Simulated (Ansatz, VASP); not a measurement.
**ZrC in VASP and in Ansatz**

The input INCAR:

```
ALGO = Normal
EDIFF = 1E-8
ENCUT = 520
GGA = PS
ISIF = 2
ISMEAR = -1
LASPH = True
LCHARG = False
LEFG = True
LREAL = False
LWAVE = False
NBANDS = 15
NELM = 60
PREC = Accurate
SIGMA = 0.05
```

The input KPOINTS:

```
k-points
0
Gamma
  15 15 15
```

POSCAR

```
ZrC
1.0
    0.0000000000      2.3811373624      2.3811373624
    2.3811373624      0.0000000000      2.3811373624
    2.3811373624      2.3811373624      0.0000000000
Zr C
1 1
Direct
    0.5000000000      0.5000000000      0.5000000000
    0.0000000000      0.0000000000      0.0000000000
```

Input for Ansatz:

```yaml
crystal:
  lattice:
    - [0.0, 2.3811373624, 2.3811373624]
    - [2.3811373624, 0.0, 2.3811373624]
    - [2.3811373624, 2.3811373624, 0.0]
  atoms:
    - { symbol: Zr, position: [0.5, 0.5, 0.5] }
    - { symbol: C, position: [0.0, 0.0, 0.0] }
kpoints:
  mp_grid: { grid: [15, 15, 15] }
scf:
  occupations: { method: fermi_dirac, width: 0.05 }
hamiltonian:
  xc: pbesol
  pseudopotentials: { kind: all_electron, datasets: crystal }
output:
  forces: true
  stress: true
  eigenvalues: true
  efg: { contact_densities: true }
```

Change from the starting cell: volume scaled by 1.04, crystal datasets.

Alike in both runs: task electric field gradients; functional PBEsol; k mesh 15 × 15 × 15; occupations fermi-dirac, width 0.05 eV; no spin polarisation.

|  | VASP | Ansatz |
| --- | --- | --- |
| version | VASP 6.6.1 | Ansatz 0.2.0 |
| potentials or method | VASP PAW PBE potentials, release 64 (Zr_sv, C), cutoff 520 eV | all-electron PAW with datasets made for the crystal, scalar-relativistic |

|  | VASP | Ansatz | Ansatz less VASP |
| --- | --- | --- | --- |
| pressure (GPa) | -12.1 | -12.4 | -0.26 |

VASP's potentials were made for PBE, not for PBEsol. Ansatz ran all-electron here, and VASP with PAW potentials.
